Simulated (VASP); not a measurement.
# GaN (rocksalt type) (Fm-3m) in VASP: further runs, part 2 of 2

VASP 6.6.1. The steps go on from the part before.

## (3) Single point, PBE

This run uses another cell than the first one, of 9.72 Å³/atom, 1.064 times its volume.

Input file INCAR:

```
PREC = Accurate
ENCUT = 520
EDIFF = 1E-6
ISMEAR = -1
SIGMA = 0.1
LREAL = F
LASPH = T
NELM = 100
ALGO = Normal
ISIF = 2
LWAVE = F
LCHARG = F
GGA = PE
NBANDS = 16
```

Input file KPOINTS:

```
Automatic mesh
0
Gamma
  15 15 15
```

Input file POSCAR:

```
GaN
1.0
    0.0000000000      2.1343254601      2.1343254601
    2.1343254601      0.0000000000      2.1343254601
    2.1343254601      2.1343254601      0.0000000000
Ga N
1 1
Direct
    0.0000000000      0.0000000000      0.0000000000
    0.5000000000      0.5000000000      0.5000000000
```

Potentials or basis: VASP PAW PBE potentials, release 64 (Ga_d, N).

Run with:

```sh
> cat potpaw_PBE.64/Ga_d/POTCAR potpaw_PBE.64/N/POTCAR > POTCAR
> mpirun -np 1 vasp_std > vasp.out
```

OUTCAR:

```text
PREC = Accurate
   ENCUT = 520
   EDIFF = 1E-6
   ISMEAR = -1
   LREAL = F
   LASPH = T
   NELM = 100
   ISIF = 2
   GGA = PE

 ion  position               nearest neighbor table
   1  0.000  0.000  0.000-   2 2.13   2 2.13   2 2.13   2 2.13   2 2.13   2 2.13
   2  0.500  0.500  0.500-   1 2.13   1 2.13   1 2.13   1 2.13   1 2.13   1 2.13

  LATTYP: Found a face centered cubic cell.
 ALAT       =     4.2686509202

  Lattice vectors:

 A1 = (   0.0000000000,   2.1343254601,   2.1343254601)
 A2 = (   2.1343254601,   0.0000000000,   2.1343254601)
 A3 = (   2.1343254601,   2.1343254601,   0.0000000000)

Analysis of symmetry for initial positions (statically):
=====================================================================
 Subroutine PRICEL returns:
 Original cell was already a primitive cell.

 Routine SETGRP: Setting up the symmetry group for a
 face centered cubic supercell.

 Subroutine GETGRP returns: Found 48 space group operations
 (whereof 48 operations were pure point group operations)
 out of a pool of 48 trial point group operations.

The static configuration has the point symmetry O_h .

Analysis of symmetry for dynamics (positions and initial velocities):
=====================================================================
 Subroutine PRICEL returns:
 Original cell was already a primitive cell.

 Routine SETGRP: Setting up the symmetry group for a
 face centered cubic supercell.

 Subroutine GETGRP returns: Found 48 space group operations
 (whereof 48 operations were pure point group operations)
 out of a pool of 48 trial point group operations.

The dynamic configuration has the point symmetry O_h .

 Subroutine INISYM returns: Found 48 space group operations
 (whereof 48 operations are pure point group operations),
 and found     1 'primitive' translations

[... 105 lines left out ...]
   NELECT =      18.0000    total number of electrons
   NUPDOWN=      -1.0000    fix difference up-down
   EMIN   =  10.00;   EMAX   =-10.00  energy-range for DOS
   EFERMI =   0.00;   METHOD = LEGACY
   ISMEAR =    -1;   SIGMA  =   0.10  broadening in eV -4-tet -1-fermi 0-gaus
   EFERMI_NEDOS =   21; number of points for ismear=-14 and -15
   IALGO  =     38    algorithm
   IMIX   =      4    mixing-type and parameters
     AMIX     =   0.40;   BMIX     =  1.00
     AMIX_MAG =   1.60;   BMIX_MAG =  1.00
  volume/ion in A,a.u.               =       9.72        65.61
  Fermi-wavevector in a.u.,A,eV,Ry     =   1.595493  3.015045 34.634981  2.545599
  Thomas-Fermi vector in A             =   2.693403
   LORBIT       =      0    0 simple, 1 ext, 2 COOP (PROOUT), +10 PAW based schemes
   GGA     = PE    functional components
[... 5 lines left out ...]
 non-spin polarized calculation
  energy-cutoff  :      520.00
  volume of cell :       19.45
 maximum number of plane-waves:       534
   NGX = 11   NGY = 11   NGZ = 11

 number of electron      18.0000005 magnetization

 Free energy of the ion-electron system (eV)
  ---------------------------------------------------
  ext. energy  EPLUGINS =         0.00000000
  ---------------------------------------------------
  free energy    TOTEN  =       -11.20696909 eV

  energy without entropy =      -11.20588265  energy(sigma->0) =      -11.20642587

 E-fermi :   7.9343     XC(G=0): -12.9116

 val. band max:        7.5283520694   @ k =  -0.2000   0.1333   0.0000
 cond. band min:       8.0205023418   @ k =   0.4667   0.4667   0.0000
 fundamental gap:      0.4921502724
 Fermi energy:         7.9342898576

 k-point     1 :       0.0000    0.0000    0.0000
  band No.  band energies     occupation
      1      -9.4792      2.00000
      2      -6.4678      2.00000
      3      -6.4678      2.00000
      4      -6.4678      2.00000
      5      -6.3805      2.00000
      6      -6.3805      2.00000
[... 433 lines left out ...]
      3      -6.4613      2.00000
      4      -6.4240      2.00000
      5      -6.3980      2.00000
      6      -6.3511      2.00000
[... 8 lines left out ...]
     15      26.4907      0.00000
     16      26.8891      0.00000

 [... further k-points ...]

------------------------ aborting loop because EDIFF is reached ----------------------------------------

  FORCE on cell =-STRESS in cart. coord.  units (eV):
  Direction    XX          YY          ZZ          XY          YZ          ZX
  --------------------------------------------------------------------------------------
  -------------------------------------------------------------------------------------
  Total        0.0929395      0.0929395      0.0929395      0.0000000      0.0000000     -0.0000000
  in kB        7.6577107      7.6577107      7.6577107      0.0000000      0.0000000     -0.0000000
  external PRESSURE =       7.6577107 kB  Pullay stress =       0.0000000 kB

 VOLUME and BASIS-vectors are now :
 -----------------------------------------------------------------------------
  energy-cutoff  :      520.00
  volume of cell :       19.45
      direct lattice vectors                 reciprocal lattice vectors
     0.000000000  2.134325460  2.134325460    -0.234266052  0.234266052  0.234266052
     2.134325460  0.000000000  2.134325460     0.234266052 -0.234266052  0.234266052
     2.134325460  2.134325460  0.000000000     0.234266052  0.234266052 -0.234266052

 POSITION                                       TOTAL-FORCE (eV/Angst)
 -----------------------------------------------------------------------------------
      0.00000      0.00000      0.00000        -0.000000     -0.000000     -0.000000
      2.13433      2.13433      2.13433         0.000000      0.000000      0.000000
 -----------------------------------------------------------------------------------
    total drift:                                0.000000     -0.000000     -0.000000

  FREE ENERGIE OF THE ION-ELECTRON SYSTEM (eV)
  ---------------------------------------------------
  free  energy   TOTEN  =       -11.2069690943 eV

  energy  without entropy=      -11.2058826481  energy(sigma->0) =      -11.20642587
```

It took 25 s on 1 thread of Intel Xeon 6975P-C, shared host; peak memory 0.16 GiB.

What came out:

```yaml
Free_energy: -11.2070 eV
Pressure: 0.8 GPa
Band_gap_on_the_k_mesh: 0.49 eV, indirect (least direct gap 2.38 eV)
```

Levels at points of the mesh, in eV from the valence-band top:
```
           k point  band 6  band 7  band 8  band 9  band 10  band 11  band 12  band 13
(0.00, 0.00, 0.00)  -13.91   -0.48   -0.48   -0.48     1.90    14.55    14.55    14.55
```

A k mesh can miss the band edges. A hybrid or GW would open this gap; PBE tends to underestimate it.

## (4) Single point, PBE

This run uses another cell than the first one, of 9.72 Å³/atom, 1.064 times its volume.

INCAR is that of step 3.

Input file KPOINTS:

```
regular mesh
0
Gamma
  15 15 15
```

Input file POSCAR:

```
GaN
1.0
    0.0000000000      2.1343254600      2.1343254600
    2.1343254600      0.0000000000      2.1343254600
    2.1343254600      2.1343254600      0.0000000000
Ga N
1 1
Direct
    0.0000000000      0.0000000000      0.0000000000
    0.5000000000      0.5000000000      0.5000000000
```

Run with:

```sh
> cat potpaw_PBE.64/Ga_d/POTCAR potpaw_PBE.64/N/POTCAR > POTCAR
> mpirun -np 1 vasp_std > vasp.out
```

It took 22 s on 1 thread of Intel Xeon 6975P-C, shared host; peak memory 0.17 GiB.

It converged, with:

| Property | Result |
| --- | --- |
| Free energy | -11.2070 eV |
| Pressure | 0.8 GPa |
| Band gap on the k mesh | 0.49 eV, indirect (least direct gap 2.38 eV) |

Levels at points of the mesh, in eV from the valence-band top:
| k point | band 5 | band 6 | band 7 | band 8 | band 9 | band 10 | band 11 | band 12 | band 13 | band 14 |
| --- | --- | --- | --- | --- | --- | --- | --- | --- | --- | --- |
| (0.00, 0.00, 0.00) | -13.91 | -13.91 | -0.48 | -0.48 | -0.48 | 1.90 | 14.55 | 14.55 | 14.55 | 15.40 |

A k mesh can miss the band edges.
